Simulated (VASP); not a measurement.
Here is a VASP 6.6.1 calculation.

INCAR

```
PREC     = Accurate       # precision mode
ENCUT    = 520            # plane-wave cutoff, eV
EDIFF    = 1E-7           # SCF threshold, eV
ISMEAR   = -1             # smearing method
SIGMA    = 0.1            # smearing width, eV
LREAL    = False          # projectors in reciprocal space
LASPH    = True           # aspherical terms in the spheres
NELM     = 60             # most SCF steps
ALGO     = Normal         # electronic algorithm
ISIF     = 2              # what is computed and relaxed
LWAVE    = False          # write WAVECAR
LCHARG   = False          # write CHGCAR
GGA      = PE             # functional
NBANDS   = 11             # bands
```

File KPOINTS:

```
regular mesh
0
Gamma
  15 15 15
```

The input POSCAR:

```
Ni
1.0
    2.2950796477      0.0000000000      0.0000000000
    0.0000000000      2.2950796477      0.0000000000
    0.0000000000      0.0000000000      2.2950796477
Ni
1
Direct
    0.0000000000      0.0000000000      0.0000000000
```

Potentials or basis: VASP PAW PBE potentials, release 64 (Ni).

Command:

```console
$ cat potpaw_PBE.64/Ni/POTCAR > POTCAR
$ mpirun -np 1 vasp_std > vasp.out
```

Estimate the pressure.

6.3 GPa.

Estimate the band gap on the k mesh.

zero (band 5 reaches 8.71 eV, above the bottom of band 6 at 7.48 eV).

Caveat: the run has no spin polarisation, though such a crystal can be magnetic. Spin polarisation is off, so any magnetic state and its effect on volume and gap are missing.
